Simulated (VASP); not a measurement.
# C (Fd-3m) in VASP: notebook

C is run at these levels: HSE06; tasks: single point.

Program: VASP 6.6.1. These are calculated values, not measurements. Logs are shortened: lines on timing, memory, paths and dates and some standing lists are left out, and cuts for length are marked.

## Step 1: The cell of the first run

The structure is cubic, space group Fd-3m (No. 227). The conventional cell has a = 3.473 Å, b = 3.473 Å, c = 3.473 Å, α = 90.00°, β = 90.00°, γ = 90.00°. Within 2.0 Å of C (site symmetry -43m) lie 4 C at 1.50 Å.

## Step 2: Single point, HSE06 (5.24 Å³/atom)

Contents of POSCAR:

```
C
1.0
    0.0000000000      1.7365577780      1.7365577780
    1.7365577780      0.0000000000      1.7365577780
    1.7365577780      1.7365577780      0.0000000000
C
2
Direct
    0.0000000000      0.0000000000      0.0000000000
    0.2500000000      0.2500000000      0.2500000000
```

Contents of INCAR.step1:

```
PREC     = Accurate       # precision mode
ENCUT    = 520            # plane-wave cutoff, eV
EDIFF    = 1E-5           # SCF threshold, eV
ISMEAR   = 0              # smearing method
SIGMA    = 0.02           # smearing width, eV
LREAL    = False          # projectors in reciprocal space
LASPH    = True           # aspherical terms in the spheres
NELM     = 80             # most SCF steps
ALGO     = Normal         # electronic algorithm
ISIF     = 2              # what is computed and relaxed
LWAVE    = True           # write WAVECAR
LCHARG   = False          # write CHGCAR
NBANDS   = 11             # bands
GGA      = PE             # functional
```

Contents of INCAR.step2:

```
PREC     = Accurate       # precision mode
ENCUT    = 520            # plane-wave cutoff, eV
EDIFF    = 1E-7           # SCF threshold, eV
ISMEAR   = 0              # smearing method
SIGMA    = 0.02           # smearing width, eV
LREAL    = False          # projectors in reciprocal space
LASPH    = True           # aspherical terms in the spheres
NELM     = 80             # most SCF steps
ALGO     = Normal         # electronic algorithm
ISIF     = 2              # what is computed and relaxed
LWAVE    = False          # write WAVECAR
LCHARG   = False          # write CHGCAR
GGA      = PE             # functional
LHFCALC  = True           # exact exchange
HFSCREEN = 0.2079         # screening, 1/A
PRECFOCK = Normal       
NBANDS   = 11             # bands
ISTART   = 1
```

Contents of KPOINTS:

```
regular mesh
0
Gamma
  8 8 8
```

Potentials or basis: VASP PAW PBE potentials, release 64 (C).

Run with:

```bash
cat potpaw_PBE.64/C/POTCAR > POTCAR
cp INCAR.step1 INCAR
mpirun -np 1 vasp_std > vasp.out
cp INCAR.step2 INCAR
mpirun -np 1 vasp_std > vasp.out
```

OUTCAR:

```text
PREC = Accurate
   ENCUT = 520
   EDIFF = 1E-7
   ISMEAR = 0
   LREAL = False
   LASPH = True
   NELM = 80
   ISIF = 2
   GGA = PE
   LHFCALC = True
   HFSCREEN = 0.2079
   PRECFOCK = Normal
   ISTART = 1

 ion  position               nearest neighbor table
   1  0.000  0.000  0.000-   2 1.50   2 1.50   2 1.50   2 1.50
   2  0.250  0.250  0.250-   1 1.50   1 1.50   1 1.50   1 1.50

  LATTYP: Found a face centered cubic cell.
 ALAT       =     3.4731155560

  Lattice vectors:

 A1 = (   0.0000000000,   1.7365577780,   1.7365577780)
 A2 = (   1.7365577780,   0.0000000000,   1.7365577780)
 A3 = (   1.7365577780,   1.7365577780,   0.0000000000)

Analysis of symmetry for initial positions (statically):
=====================================================================
 Subroutine PRICEL returns:
 Original cell was already a primitive cell.

 Routine SETGRP: Setting up the symmetry group for a
 face centered cubic supercell.

 Subroutine GETGRP returns: Found 48 space group operations
 (whereof 24 operations were pure point group operations)
 out of a pool of 48 trial point group operations.

The static configuration has the point symmetry T_d .
 The point group associated with its full space group is O_h .

Analysis of symmetry for dynamics (positions and initial velocities):
=====================================================================
 Subroutine PRICEL returns:
 Original cell was already a primitive cell.

 Routine SETGRP: Setting up the symmetry group for a
 face centered cubic supercell.

 Subroutine GETGRP returns: Found 48 space group operations
 (whereof 24 operations were pure point group operations)
 out of a pool of 48 trial point group operations.

The dynamic configuration has the point symmetry T_d .
 The point group associated with its full space group is O_h .

 Subroutine INISYM returns: Found 48 space group operations
 (whereof 24 operations are pure point group operations),
 and found     1 'primitive' translations

----------------------------------------------------------------------------------------

                                     Primitive cell

  volume of cell :      10.4736

  direct lattice vectors                    reciprocal lattice vectors
     0.000000000  1.736557778  1.736557778    -0.287925922  0.287925922  0.287925922
     1.736557778  0.000000000  1.736557778     0.287925922 -0.287925922  0.287925922
     1.736557778  1.736557778  0.000000000     0.287925922  0.287925922 -0.287925922

  length of vectors
     2.455863561  2.455863561  2.455863561     0.498702326  0.498702326  0.498702326

  position of ions in fractional coordinates (direct lattice)
     0.000000000  0.000000000  0.000000000
     0.250000000  0.250000000  0.250000000

  ion indices of the primitive-cell ions
   primitive index   ion index
                 1           1
                 2           2

----------------------------------------------------------------------------------------

 KPOINTS: regular mesh

Automatic generation of k-mesh.
 Grid dimensions read from file:
 generate k-points for:    8    8    8

 Generating k-lattice:

  Cartesian coordinates                     Fractional coordinates (reciprocal lattice)
    -0.035990740  0.035990740  0.035990740     0.125000000  0.000000000  0.000000000
     0.035990740 -0.035990740  0.035990740     0.000000000  0.125000000  0.000000000
     0.035990740  0.035990740 -0.035990740     0.000000000  0.000000000  0.125000000

  Length of vectors
     0.062337791  0.062337791  0.062337791

  Shift w.r.t. Gamma in fractional coordinates (k-lattice)
     0.000000000  0.000000000  0.000000000

 Subroutine IBZKPT returns following result:
 ===========================================

 Found     29 irreducible k-points:

 Following reciprocal coordinates:
            Coordinates               Weight
  0.000000  0.000000  0.000000      1.000000
  0.125000  0.000000  0.000000      8.000000
  0.250000  0.000000  0.000000      8.000000
  0.375000  0.000000  0.000000      8.000000
  0.500000  0.000000  0.000000      4.000000
  0.125000  0.125000  0.000000      6.000000
[... 16 lines left out ...]
  0.500000  0.250000  0.125000     48.000000
 -0.375000  0.250000  0.125000     24.000000
 [... further k-points ...]
   k-points           NKPTS =     29   k-points in BZ     NKDIM =    512   number of bands    NBANDS=     11
   number of dos      NEDOS =    301   number of ions     NIONS =      2
   total plane-waves  NPLWV =   5832
   dimension x,y,z NGX =    18 NGY =   18 NGZ =   18
   dimension x,y,z NGXF=    36 NGYF=   36 NGZF=   36
   ions per type =               2
   NGX,Y,Z   is equivalent  to a cutoff of  12.18, 12.18, 12.18 a.u.
   NGXF,Y,Z  is equivalent  to a cutoff of  24.37, 24.37, 24.37 a.u.
 SYSTEM =  unknown system
   PREC   = accura    normal or accurate (medium, high low for compatibility)
   ISTART =      1    job   : 0-new  1-cont  2-samecut
   ICHARG =      0    charge: 1-file 2-atom 10-const
   ISPIN  =      1    spin polarized calculation?
   LNONCOLLINEAR =      F non collinear calculations
   LSORBIT =      F    spin-orbit coupling
   LASPH  =      T    aspherical Exc in radial PAW
   ENCUT  =  520.0 eV  38.22 Ry    6.18 a.u.   4.57  4.57  4.57*2*pi/ulx,y,z
   NELM   =     80;   NELMIN=  2; NELMDL=  0     # of ELM steps
   EDIFF  = 0.1E-06   stopping-criterion for ELM
   LREAL  =      F    real-space projection
   EDIFFG = 0.1E-05   stopping-criterion for IOM
   NSW    =      0    number of steps for IOM
   IBRION =     -1    ionic relax: 0-MD 1-quasi-New 2-CG
   NFREE  =      0    steps in history (QN), initial steepest desc. (CG)
   ISIF   =      2    stress and relaxation
   ISYM   =      3    0-nonsym 1-usesym 2-fastsym
   POTIM  = 0.5000    time-step for ionic-motion
   TEBEG  =    0.0;   TEEND  =   0.0 temperature during run
   PSTRESS=    0.0 pullay stress
   NELECT =       8.0000    total number of electrons
   NUPDOWN=      -1.0000    fix difference up-down
   EMIN   =  10.00;   EMAX   =-10.00  energy-range for DOS
   EFERMI =   0.00;   METHOD = LEGACY
   ISMEAR =     0;   SIGMA  =   0.02  broadening in eV -4-tet -1-fermi 0-gaus
   EFERMI_NEDOS =   21; number of points for ismear=-14 and -15
   IALGO  =     38    algorithm
   IMIX   =      1    mixing-type and parameters
     AMIX     =   0.40;   BMIX     =  1.00
     AMIX_MAG =   1.60;   BMIX_MAG =  1.00
  volume/ion in A,a.u.               =       5.24        35.34
  Fermi-wavevector in a.u.,A,eV,Ry     =   1.496485  2.827946 30.469788  2.239466
  Thomas-Fermi vector in A             =   2.608495
   LORBIT       =      0    0 simple, 1 ext, 2 COOP (PROOUT), +10 PAW based schemes
   GGA     = PE    functional components
   LHFCALC =     T    Hartree Fock is set to
   PRECFOCK=normal    Normal, Fast or Accurate (Low or Medium for compatibility)
   ENCUT4O =  -1.0   cutoff for four orbital integrals eV
   NKREDX  =     1    reduce k-point grid by
   NKREDY  =     1    reduce k-point grid by
   NKREDZ  =     1    reduce k-point grid by
   AEXX    =    0.2500 exact exchange contribution
   HFSCREEN=    0.2079 screening length (either q_TF or 0.3 A-1)
   HFSCREENC=   0.2079 screening length for correlation (either q_TF or 0.3 A-1)
   ENCUTFOCK=  -1.0 apply spherical cutoff to Coloumb kernel
   IVDW    =     0    specifies the selected vdW correction
   LEPSILON=     F    determine dielectric tensor
   LRPA    =     F    only Hartree local field effects (RPA)
 non-spin polarized calculation
 Gauss-broadening in eV      SIGMA  =   0.02
  energy-cutoff  :      520.00
  volume of cell :       10.47
 maximum number of plane-waves:       295
  NGX = 14; NGY = 14; NGZ = 14

 number of electron       7.9999999 magnetization

 Free energy of the ion-electron system (eV)
  ---------------------------------------------------
  ext. energy  EPLUGINS =         0.00000000
  ---------------------------------------------------
  free energy    TOTEN  =       -20.98196265 eV

  energy without entropy =      -20.98196265  energy(sigma->0) =      -20.98196265

 E-fermi :  10.3852     XC(G=0): -11.1319

 val. band max:       10.2895477759   @ k =   0.0000   0.0000   0.0000
 cond. band min:      15.7678634320   @ k =   0.3750   0.3750   0.0000
 fundamental gap:      5.4783156561
 Fermi energy:        10.3852039068

 k-point     1 :       0.0000    0.0000    0.0000
  band No.  band energies     occupation
      1     -14.4042      2.00000
      2      10.2895      2.00000
      3      10.2895      2.00000
      4      10.2895      2.00000
      5      17.5034      0.00000
      6      17.5034      0.00000
      7      17.5034      0.00000
      8      27.5109      0.00000
      9      32.2527      0.00000
     10      39.5382      0.00000
     11      39.5382      0.00000

 k-point     2 :       0.1250    0.0000    0.0000
  band No.  band energies     occupation
      1     -13.9112      2.00000
      2       7.5196      2.00000
      3       9.5347      2.00000
      4       9.5347      2.00000
      5      18.5029      0.00000
      6      18.5029      0.00000
      7      19.0283      0.00000
      8      27.7485      0.00000
      9      33.0083      0.00000
     10      36.1439      0.00000
     11      36.1439      0.00000

 k-point     3 :       0.2500    0.0000    0.0000
  band No.  band energies     occupation
      1     -12.4444      2.00000
      2       2.6607      2.00000
      3       8.2479      2.00000
      4       8.2479      2.00000
      5      20.0382      0.00000
      6      20.0382      0.00000
      7      20.7053      0.00000
      8      28.2840      0.00000
      9      33.9448      0.00000
     10      35.0351      0.00000
     11      35.0351      0.00000
[... 267 lines left out ...]
 k-point    23 :       0.5000    0.2500    0.1250
  band No.  band energies     occupation
      1      -8.8197      2.00000
      2      -1.1036      2.00000
      3       2.9968      2.00000
      4       5.5039      2.00000
      5      20.1055      0.00000
      6      22.0623      0.00000
      7      25.6360      0.00000
      8      26.3961      0.00000
      9      33.4615      0.00000
     10      36.0472      0.00000
     11      39.8724      0.00000

 k-point    24 :      -0.3750    0.2500    0.1250
  band No.  band energies     occupation
      1      -6.5348      2.00000
      2      -4.0949      2.00000
      3       2.9742      2.00000
      4       4.7759      2.00000
      5      20.2819      0.00000
      6      22.0600      0.00000
      7      26.5241      0.00000
      8      28.2938      0.00000
      9      31.0928      0.00000
     10      38.1908      0.00000
     11      39.8747      0.00000

 [... further k-points ...]

------------------------ aborting loop because EDIFF is reached ----------------------------------------

  FORCE on cell =-STRESS in cart. coord.  units (eV):
  Direction    XX          YY          ZZ          XY          YZ          ZX
  --------------------------------------------------------------------------------------
  -------------------------------------------------------------------------------------
  Total        2.2048167      2.2048167      2.2048167      0.0000000     -0.0000000     -0.0000000
  in kB      337.2759454    337.2759454    337.2759454      0.0000000     -0.0000000     -0.0000000
  external PRESSURE =     337.2759454 kB  Pullay stress =       0.0000000 kB

 VOLUME and BASIS-vectors are now :
 -----------------------------------------------------------------------------
  energy-cutoff  :      520.00
  volume of cell :       10.47
      direct lattice vectors                 reciprocal lattice vectors
     0.000000000  1.736557778  1.736557778    -0.287925922  0.287925922  0.287925922
     1.736557778  0.000000000  1.736557778     0.287925922 -0.287925922  0.287925922
     1.736557778  1.736557778  0.000000000     0.287925922  0.287925922 -0.287925922

 POSITION                                       TOTAL-FORCE (eV/Angst)
 -----------------------------------------------------------------------------------
      0.00000      0.00000      0.00000         0.000000     -0.000000      0.000000
      0.86828      0.86828      0.86828        -0.000000      0.000000      0.000000
 -----------------------------------------------------------------------------------
    total drift:                                0.000000      0.000000      0.000000

  FREE ENERGIE OF THE ION-ELECTRON SYSTEM (eV)
  ---------------------------------------------------
  free  energy   TOTEN  =       -20.9819626473 eV

  energy  without entropy=      -20.9819626473  energy(sigma->0) =      -20.98196265
```

Wall time 5.4 min (1 thread of Intel Xeon Platinum 8488C (Sapphire Rapids), shared host); peak memory 0.21 GiB.

Results:

```yaml
Free_energy: -20.9820 eV
Pressure: 33.7 GPa
Band_gap_on_the_k_mesh: 5.48 eV (least direct gap 7.21 eV)
```

Caveat: the cell stands under pressure; the PAW data sets were made with another functional, which shifts forces and pressure a little. A k mesh can miss the band edges.

(Continued in part 2 of 2.)
